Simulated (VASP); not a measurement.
# SrO (Fm-3m) in VASP: notebook

Aim: see how the results for SrO move with the level of theory and the settings. Levels: PBEsol, HSE06, PBE-based screened hybrid with 10 % exact exchange. Tasks: single point.

Program: VASP 6.6.1. These are calculated values, not measurements. Logs are shortened: lines on timing, memory, paths and dates and some standing lists are left out, and cuts for length are marked.

## Step 1: The cell of the first run

Symmetry: Fm-3m, No. 225, cubic system. The conventional cell has a = 5.160 Å, b = 5.160 Å, c = 5.160 Å, α = 90.00°, β = 90.00°, γ = 90.00°. Sr (site symmetry m-3m) has 6 O at 2.58 Å within 3.4 Å. O (site symmetry m-3m) has 6 Sr at 2.58 Å within 3.4 Å.

## Step 2: Single point, PBEsol

INCAR

```
ALGO     = Normal         # electronic algorithm
EDIFF    = 1E-6           # SCF threshold, eV
ENCUT    = 520            # plane-wave cutoff, eV
GGA      = PS             # functional
ISIF     = 2              # what is computed and relaxed
ISMEAR   = 0              # smearing method
LASPH    = True           # aspherical terms in the spheres
LCHARG   = False          # write CHGCAR
LREAL    = False          # projectors in reciprocal space
LWAVE    = False          # write WAVECAR
NBANDS   = 15             # bands
NELM     = 80             # most SCF steps
PREC     = Accurate       # precision mode
SIGMA    = 0.01           # smearing width, eV
```

KPOINTS

```
k-points
0
Gamma
  6 6 6
```

POSCAR

```
SrO
1.0
    0.0000000000      2.5798923266      2.5798923266
    2.5798923266      0.0000000000      2.5798923266
    2.5798923266      2.5798923266      0.0000000000
Sr O
1 1
Direct
    0.0000000000      0.0000000000      0.0000000000
    0.5000000000      0.5000000000      0.5000000000
```

Potentials or basis: VASP PAW PBE potentials, release 64 (Sr_sv, O).

The run is started by

```sh
$ cat potpaw_PBE.64/Sr_sv/POTCAR potpaw_PBE.64/O/POTCAR > POTCAR
$ mpirun -np 1 vasp_std > vasp.out
```

OUTCAR:

```text
EDIFF = 1E-6
   ENCUT = 520
   GGA = PS
   ISIF = 2
   ISMEAR = 0
   LASPH = True
   LREAL = False
   NELM = 80
   PREC = Accurate

 ion  position               nearest neighbor table
   1  0.000  0.000  0.000-   2 2.58   2 2.58   2 2.58   2 2.58   2 2.58   2 2.58
   2  0.500  0.500  0.500-   1 2.58   1 2.58   1 2.58   1 2.58   1 2.58   1 2.58

  LATTYP: Found a face centered cubic cell.
 ALAT       =     5.1597846532

  Lattice vectors:

 A1 = (   0.0000000000,   2.5798923266,   2.5798923266)
 A2 = (   2.5798923266,   0.0000000000,   2.5798923266)
 A3 = (   2.5798923266,   2.5798923266,   0.0000000000)

Analysis of symmetry for initial positions (statically):
=====================================================================
 Subroutine PRICEL returns:
 Original cell was already a primitive cell.

 Routine SETGRP: Setting up the symmetry group for a
 face centered cubic supercell.

 Subroutine GETGRP returns: Found 48 space group operations
 (whereof 48 operations were pure point group operations)
 out of a pool of 48 trial point group operations.

The static configuration has the point symmetry O_h .

Analysis of symmetry for dynamics (positions and initial velocities):
=====================================================================
 Subroutine PRICEL returns:
 Original cell was already a primitive cell.

 Routine SETGRP: Setting up the symmetry group for a
 face centered cubic supercell.

 Subroutine GETGRP returns: Found 48 space group operations
 (whereof 48 operations were pure point group operations)
 out of a pool of 48 trial point group operations.

The dynamic configuration has the point symmetry O_h .

 Subroutine INISYM returns: Found 48 space group operations
 (whereof 48 operations are pure point group operations),
 and found     1 'primitive' translations

----------------------------------------------------------------------------------------

                                     Primitive cell

  volume of cell :      34.3427

  direct lattice vectors                    reciprocal lattice vectors
     0.000000000  2.579892327  2.579892327    -0.193806538  0.193806538  0.193806538
     2.579892327  0.000000000  2.579892327     0.193806538 -0.193806538  0.193806538
     2.579892327  2.579892327  0.000000000     0.193806538  0.193806538 -0.193806538

  length of vectors
     3.648518718  3.648518718  3.648518718     0.335682770  0.335682770  0.335682770

  position of ions in fractional coordinates (direct lattice)
     0.000000000  0.000000000  0.000000000
     0.500000000  0.500000000  0.500000000
[... 78 lines left out ...]
   PSTRESS=    0.0 pullay stress
   NELECT =      16.0000    total number of electrons
   NUPDOWN=      -1.0000    fix difference up-down
   EMIN   =  10.00;   EMAX   =-10.00  energy-range for DOS
   EFERMI =   0.00;   METHOD = LEGACY
   ISMEAR =     0;   SIGMA  =   0.01  broadening in eV -4-tet -1-fermi 0-gaus
   EFERMI_NEDOS =   21; number of points for ismear=-14 and -15
   IALGO  =     38    algorithm
   IMIX   =      4    mixing-type and parameters
     AMIX     =   0.40;   BMIX     =  1.00
     AMIX_MAG =   1.60;   BMIX_MAG =  1.00
  volume/ion in A,a.u.               =      17.17       115.88
  Fermi-wavevector in a.u.,A,eV,Ry     =   1.269122  2.398292 21.914492  1.610670
  Thomas-Fermi vector in A             =   2.402180
   LORBIT       =      0    0 simple, 1 ext, 2 COOP (PROOUT), +10 PAW based schemes
   GGA     = PS    functional components
   LHFCALC =     F    Hartree Fock is set to
   AEXX    =    0.0000 exact exchange contribution
   IVDW    =     0    specifies the selected vdW correction
   LEPSILON=     F    determine dielectric tensor
   LRPA    =     F    only Hartree local field effects (RPA)
 non-spin polarized calculation
 Gauss-broadening in eV      SIGMA  =   0.01
  energy-cutoff  :      520.00
  volume of cell :       34.34
 maximum number of plane-waves:       941
   NGX = 13   NGY = 13   NGZ = 13

 number of electron      15.9999998 magnetization

 Free energy of the ion-electron system (eV)
  ---------------------------------------------------
  ext. energy  EPLUGINS =         0.00000000
  ---------------------------------------------------
  free energy    TOTEN  =       -12.63775978 eV

  energy without entropy =      -12.63775978  energy(sigma->0) =      -12.63775978

 E-fermi :   1.5379     XC(G=0): -10.2276

 val. band max:        1.4403161040   @ k =   0.0000   0.0000   0.0000
 cond. band min:       4.6027869216   @ k =   0.5000   0.5000   0.0000
 fundamental gap:      3.1624708175
 Fermi energy:         1.5379202912

 k-point     1 :       0.0000    0.0000    0.0000
  band No.  band energies     occupation
      1     -30.8327      2.00000
      2     -13.5445      2.00000
      3     -12.4962      2.00000
      4     -12.4962      2.00000
      5     -12.4962      2.00000
      6       1.4403      2.00000
      7       1.4403      2.00000
      8       1.4403      2.00000
      9       5.1904      0.00000
     10       7.5804      0.00000
     11       7.5804      0.00000
     12       7.5804      0.00000
     13       9.7517      0.00000
     14       9.7517      0.00000
[... 257 lines left out ...]
      2     -14.0987      2.00000
      3     -13.3118      2.00000
      4     -13.0162      2.00000
      5     -12.0919      2.00000
      6       0.5504      2.00000
      7       0.9586      2.00000
      8       1.0872      2.00000
      9       5.9852      0.00000
     10       8.9004      0.00000
     11       9.8010      0.00000
     12      12.3833      0.00000
     13      12.5281      0.00000
     14      14.1555      0.00000
     15      14.7542      0.00000

------------------------ aborting loop because EDIFF is reached ----------------------------------------

  FORCE on cell =-STRESS in cart. coord.  units (eV):
  Direction    XX          YY          ZZ          XY          YZ          ZX
  --------------------------------------------------------------------------------------
  -------------------------------------------------------------------------------------
  Total       -0.2940026     -0.2940026     -0.2940026      0.0000000      0.0000000      0.0000000
  in kB      -13.7159847    -13.7159847    -13.7159847      0.0000000      0.0000000      0.0000000
  external PRESSURE =     -13.7159847 kB  Pullay stress =       0.0000000 kB

 VOLUME and BASIS-vectors are now :
 -----------------------------------------------------------------------------
  energy-cutoff  :      520.00
  volume of cell :       34.34
      direct lattice vectors                 reciprocal lattice vectors
     0.000000000  2.579892327  2.579892327    -0.193806538  0.193806538  0.193806538
     2.579892327  0.000000000  2.579892327     0.193806538 -0.193806538  0.193806538
     2.579892327  2.579892327  0.000000000     0.193806538  0.193806538 -0.193806538

 POSITION                                       TOTAL-FORCE (eV/Angst)
 -----------------------------------------------------------------------------------
      0.00000      0.00000      0.00000         0.000000      0.000000      0.000000
      2.57989      2.57989      2.57989        -0.000000     -0.000000     -0.000000
 -----------------------------------------------------------------------------------
    total drift:                                0.000000      0.000000      0.000000

  FREE ENERGIE OF THE ION-ELECTRON SYSTEM (eV)
  ---------------------------------------------------
  free  energy   TOTEN  =       -12.6377597828 eV

  energy  without entropy=      -12.6377597828  energy(sigma->0) =      -12.63775978
```

Run time: 15 s. Hardware: 1 thread of AMD EPYC 7R13, shared host; peak memory 0.13 GiB.

Results:

* Free energy: -12.6378 eV
* Pressure: -1.4 GPa
* Band gap on the k mesh: 3.16 eV (least direct gap 3.26 eV)

Caveat: the PAW data sets were made with another functional, which shifts forces and pressure a little.

## Step 3: Single point, HSE06

POSCAR is that of step 2.

INCAR.step1

```
SYSTEM = SrO
PREC = Accurate
ENCUT = 520
EDIFF = 1E-5
ISMEAR = 0
SIGMA = 0.01
LREAL = .FALSE.
LASPH = .TRUE.
NELM = 100
ALGO = Normal
ISIF = 2
LWAVE = .TRUE.
LCHARG = .FALSE.
GGA = PE
NBANDS = 15
```

INCAR.step2

```
SYSTEM = SrO
PREC = Accurate
ENCUT = 520
EDIFF = 1E-7
ISMEAR = 0
SIGMA = 0.01
LREAL = .FALSE.
LASPH = .TRUE.
NELM = 100
ALGO = Normal
ISIF = 2
LWAVE = .FALSE.
LCHARG = .FALSE.
GGA = PE
LHFCALC = .TRUE.
HFSCREEN = 0.2079
PRECFOCK = Normal
ISTART = 1
NBANDS = 15
```

KPOINTS

```
regular mesh
0
G
  4 4 4
  0 0 0
```

Potentials or basis: VASP PAW PBE potentials, release 64 (Sr_sv, O).

The run is started by

```sh
$ cat potpaw_PBE.64/Sr_sv/POTCAR potpaw_PBE.64/O/POTCAR > POTCAR
$ cp INCAR.step1 INCAR
$ mpirun -np 1 vasp_std > vasp.out
$ cp INCAR.step2 INCAR
$ mpirun -np 1 vasp_std > vasp.out
```

It took 16 min on 1 thread of AMD EPYC 7R13, shared host; peak memory 0.24 GiB.

It converged, with:

```yaml
Free_energy: -14.1816 eV
Pressure: 0.2 GPa
Band_gap_on_the_k_mesh: 4.74 eV (least direct gap 4.85 eV)
```

Levels at points of the mesh, in eV from the valence-band top:
```csv
k point,band 6,band 7,band 8,band 9,band 10,band 11
"(0.00, 0.00, 0.00)",0.00,0.00,0.00,5.39,7.84,7.84
"(0.50, 0.00, 0.00)",-2.24,-1.18,-1.18,8.20,9.90,10.64
"(0.50, 0.50, 0.00)",-0.50,-0.11,-0.11,4.74,9.48,11.97
```

Caveat: the k points lie up to 0.53 Å⁻¹ apart; the PAW data sets were made with another functional, which shifts forces and pressure a little.

## Step 4: Single point, PBE-based screened hybrid with 10 % exact exchange

POSCAR is that of step 3.

INCAR.step1

```
SYSTEM = SrO
ALGO = Normal
EDIFF = 1E-5
ENCUT = 520
GGA = PE
ISIF = 2
ISMEAR = 0
LASPH = .True.
LCHARG = .False.
LREAL = .False.
LWAVE = .True.
NBANDS = 15
NELM = 60
PREC = Accurate
SIGMA = 0.01
```

INCAR.step2

```
SYSTEM = SrO
AEXX = 0.1
ALGO = Normal
EDIFF = 1E-7
ENCUT = 520
GGA = PE
HFSCREEN = 0.3
ISIF = 2
ISMEAR = 0
ISTART = 1
LASPH = .True.
LCHARG = .False.
LHFCALC = .True.
LREAL = .False.
LWAVE = .False.
NBANDS = 15
NELM = 60
PREC = Accurate
PRECFOCK = Normal
SIGMA = 0.01
```

KPOINTS

```
k-points
0
Gamma
  4 4 4
  0 0 0
```

The run is started by

```sh
$ cat potpaw_PBE.64/Sr_sv/POTCAR potpaw_PBE.64/O/POTCAR > POTCAR
$ cp INCAR.step1 INCAR
$ mpirun -np 1 vasp_std > vasp.out
$ cp INCAR.step2 INCAR
$ mpirun -np 1 vasp_std > vasp.out
```

It took 12 min on 1 thread of AMD EPYC 7R13, shared host; peak memory 0.24 GiB.

The run converged. Its results:

* Free energy: -12.7896 eV
* Pressure: 1.5 GPa
* Band gap on the k mesh: 3.75 eV (least direct gap 3.85 eV)

Levels at points of the mesh, in eV from the valence-band top:
```
           k point  band 4  band 5  band 6  band 7  band 8  band 9  band 10  band 11  band 12  band 13
(0.00, 0.00, 0.00)  -14.34  -14.34    0.00    0.00    0.00    4.40     6.73     6.73     6.73     8.90
(0.50, 0.00, 0.00)  -14.42  -13.23   -2.18   -1.14   -1.14    7.06     8.87     9.40     9.40    12.50
(0.50, 0.50, 0.00)  -14.70  -14.70   -0.47   -0.10   -0.10    3.75     8.30    10.72    10.88    11.66
```

Caveat: the k points lie up to 0.53 Å⁻¹ apart; the PAW data sets were made with another functional, which shifts forces and pressure a little. A k mesh can miss the band edges.

## Step 5: Overview

| level | k mesh | grid for exact exchange (PRECFOCK) | share of exact exchange | screening parameter | gap on the mesh (eV) | pressure (GPa) |
| --- | --- | --- | --- | --- | --- | --- |
| PBEsol | 6 × 6 × 6 | - | - | - | 3.16 | -1.4 |
| HSE06 | 4 × 4 × 4 | Normal | 0.25 | 0.2079 1/Å | 4.74 | 0.2 |
| PBE-based screened hybrid with 10 % exact exchange | 4 × 4 × 4 | Normal | 0.1 | 0.3 1/Å | 3.75 | 1.5 |

Alike in all rows: task single point; potentials or basis VASP PAW PBE potentials, release 64 (Sr_sv, O); no spin polarisation; cell as given; cutoff (eV) 520; smearing gaussian 0.01 eV.

Caveats: some runs use coarse meshes; the PAW data sets were made with another functional, which shifts forces and pressure a little.

Total energies depend on the potentials used, so only differences within one code and one set of settings carry meaning.
